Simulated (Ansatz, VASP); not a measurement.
# AlRu: VASP beside Ansatz

Contents of INCAR:

```
SYSTEM = AlRu
PREC = Accurate
ENCUT = 520
EDIFF = 1E-6
ISMEAR = 0
SIGMA = 0.15
LREAL = .FALSE.
LASPH = .TRUE.
NELM = 100
ALGO = Fast
ISIF = 2
LWAVE = .FALSE.
LCHARG = .FALSE.
GGA = PS
NBANDS = 16
```

The input KPOINTS:

```
regular mesh
0
G
  20 20 20
  0 0 0
```

POSCAR

```
AlRu
1.0
    3.0657000565      0.0000000000      0.0000000000
    0.0000000000      3.0657000565      0.0000000000
    0.0000000000      0.0000000000      3.0210539391
Al Ru
1 1
Direct
    0.0000000000      0.0000000000      0.0000000000
    0.5000000000      0.5000000000      0.5000000000
```

Input for Ansatz:

```yaml
crystal:
  lattice:
    - [3.0657000565, 0.0, 0.0]
    - [0.0, 3.0657000565, 0.0]
    - [0.0, 0.0, 3.0210539391]
  atoms:
    - { symbol: Al, position: [0.0, 0.0, 0.0] }
    - { symbol: Ru, position: [0.5, 0.5, 0.5] }
basis:
  ecutwfc: 420
kpoints:
  mp_grid: { grid: [20, 20, 20] }
hamiltonian:
  xc: pbesol
scf:
  occupations: { method: gaussian, width: 0.15 }
output:
  forces: true
  stress: true
  eigenvalues: true
```

Change from the starting cell: strain +0.030 along x and y, +0.015 along z, atoms carried along.

Alike in both runs: task single point; functional PBEsol; k mesh 20 × 20 × 20; occupations gaussian, width 0.15 eV; no spin polarisation.

|  | VASP | Ansatz |
| --- | --- | --- |
| version | VASP 6.6.1 | Ansatz 0.2.0 |
| potentials or method | VASP PAW PBE potentials, release 64 (Al, Ru_pv), cutoff 520 eV | scalar-relativistic, plane waves, PAW |
| valence electrons in the cell | 17 | 19 |

```csv
,VASP,Ansatz,Ansatz less VASP
gap on the k mesh at the Fermi level (eV),none,none,-
pressure (GPa),-13.8,-13.8,+0.03
"traceless stress, the component that is largest in VASP (GPa)",1.42,1.41,-0.006
```

VASP's potentials were made for PBE, not for PBEsol. A gap of «none» marks a metal or a gap that the smearing closes. VASP's potentials hold 17 valence electrons a cell and Ansatz's 19, so a difference there can come from the potentials and not from the codes.
